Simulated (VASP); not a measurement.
The system is B.

```
B
1.0
     3.01620    0.06145    0.01140
    -1.45488    2.58807    0.00551
     0.01465    0.01663    3.86894
B
4
Direct
  0.32418 0.61117 0.04389
  0.32561 0.67588 0.50258
  0.64836 0.33975 0.98195
  0.70186 0.37320 0.47158
```

| Property | Result |
| --- | --- |
| Program | VASP 6.6.1 |
| Task | relaxation of cell and atoms |
| Functional | PBE |
| Potentials or basis | VASP PAW PBE potentials, release 64 (B) |
| Cutoff | 600 eV |
| k mesh | 12 × 12 × 6 |
| Occupations | gaussian, width 0.2 eV |
| Spin | no spin polarisation |

At the start: pressure 2.7 GPa; volume 7.64 Å³/atom.

**Question.** How do energy, volume and symmetry change on relaxing?

**Answer.** Over 37 steps the energy falls by 628.3 meV/atom and the volume is 6.60 Å³/atom (-13.6 %); space group P1 (No. 1, to 0.1 Å) before, C2/m (No. 12, to 0.1 Å).

Step by step:
| step | energy change (eV) | largest force (eV/Å) | pressure (GPa) | volume (Å³) |
| --- | --- | --- | --- | --- |
| 1 | 0.0000 | 3.8706 | 2.70 | 30.55 |
| 2 | -0.3274 | 1.4364 | -5.16 | 31.07 |
| 3 | -0.4683 | 1.1571 | -6.34 | 30.86 |
| 4 | -0.6034 | 0.9019 | -1.18 | 29.68 |
| 5 | -0.6187 | 1.2688 | 1.84 | 29.16 |
| 6 | -0.7296 | 1.4966 | 1.39 | 28.71 |
| 7 | -1.0033 | 3.1579 | 2.24 | 27.34 |
| 8 | -0.2831 | 8.6605 | 35.57 | 24.45 |
| 9 | -1.0124 | 3.7711 | 4.40 | 26.97 |
| 10 | -1.0086 | 5.5387 | 10.62 | 26.00 |
| 11 | -1.0362 | 4.5690 | 6.66 | 26.52 |
| 12 | -1.0777 | 4.6200 | 6.61 | 26.42 |
| 13 | -1.1831 | 4.7104 | 7.07 | 26.13 |
| 14 | -1.2504 | 4.3335 | 11.78 | 25.52 |
| 15 | -1.2596 | 4.5468 | 9.74 | 25.70 |
| 16 | -1.3602 | 3.8593 | 8.01 | 25.75 |
| 17 | -1.5747 | 1.9937 | 3.87 | 25.90 |
| 18 | -1.6478 | 1.6972 | -0.18 | 26.20 |
| 19 | -1.6725 | 1.1275 | 0.54 | 26.10 |
| 20 | -1.7244 | 0.9457 | 0.05 | 26.13 |
| 21 | -1.8440 | 0.7757 | -0.76 | 26.20 |
| 22 | -1.9214 | 1.6705 | 0.09 | 26.30 |
| 23 | -1.9858 | 1.6430 | -0.16 | 26.34 |
| 24 | -2.1497 | 1.6278 | 0.38 | 26.43 |
| 25 | -2.1902 | 1.6208 | 5.67 | 26.49 |
| 26 | -2.2299 | 1.6774 | 2.92 | 26.48 |
| 27 | -2.3654 | 0.9459 | 0.02 | 26.64 |
| 28 | -2.4569 | 0.6651 | -3.11 | 26.89 |
| 29 | -2.4854 | 0.4936 | -1.99 | 26.71 |
| 30 | -2.5009 | 0.4103 | -0.10 | 26.45 |
| 31 | -2.5079 | 0.2272 | 0.26 | 26.40 |
| 32 | -2.5108 | 0.1236 | 0.79 | 26.34 |
| 33 | -2.5122 | 0.0582 | 0.00 | 26.40 |
| 34 | -2.5123 | 0.0707 | -0.11 | 26.41 |
| 35 | -2.5128 | 0.0339 | -0.14 | 26.41 |
| 36 | -2.5130 | 0.0554 | -0.19 | 26.42 |
| 37 | -2.5132 | 0.0223 | 0.05 | 26.40 |

Final structure:
```yaml
crystal:
  lattice:
    - [2.90942, 0.00234, -0.00470]
    - [-1.46047, 2.79460, 0.02557]
    - [0.00815, 0.11668, 3.24625]
  atoms:
    - { symbol: B, position: [0.27048, 0.53853, 0.07959] }
    - { symbol: B, position: [0.39981, 0.80410, 0.55713] }
    - { symbol: B, position: [0.60009, 0.19588, 0.94284] }
    - { symbol: B, position: [0.72962, 0.46150, 0.42044] }
```

Caveat: a cell axis changed by over 15 % at a fixed basis, so the end point is rough.
